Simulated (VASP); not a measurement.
Runs of VASP 6.6.1 on ZrVOs3. The structure is that of space group Pm-3m (No. 221), or close to it. The cells are those of the table. 

```csv
task,spin,cell,k mesh,cutoff (eV),gap on the mesh (eV),pressure (GPa)
single point,off,"a = 4.445 Å, 5 atoms",4 × 4 × 4,520,none,1.7
single point,off,"a = 4.445 Å, 5 atoms",8 × 8 × 8,520,none,1.6
single point,"collinear, ferromagnetic start","a = 4.031 Å, 5 atoms",4 × 4 × 4,520,none,(a)
relaxation of cell and atoms,off,"relaxed from a = 4.031 Å, 5 atoms",4 × 4 × 4,600,none,0.0
```

Alike in all rows: level r2SCAN; potentials or basis VASP PAW PBE potentials, release 64 (Zr_sv, V_sv, Os); smearing gaussian 0.1 eV.

Question: Fill in the values left out.

Answer: (a) 127.0.

Caveats: some runs use coarse meshes; the PAW data sets were made with another functional, which shifts forces and pressure a little; spin-orbit coupling is left out, which moves the levels of the heavy elements.

A k mesh can miss the band edges, and the runs leave out spin-orbit coupling on Os, Zr.

A gap of «none» marks levels without a gap at the run's occupations.
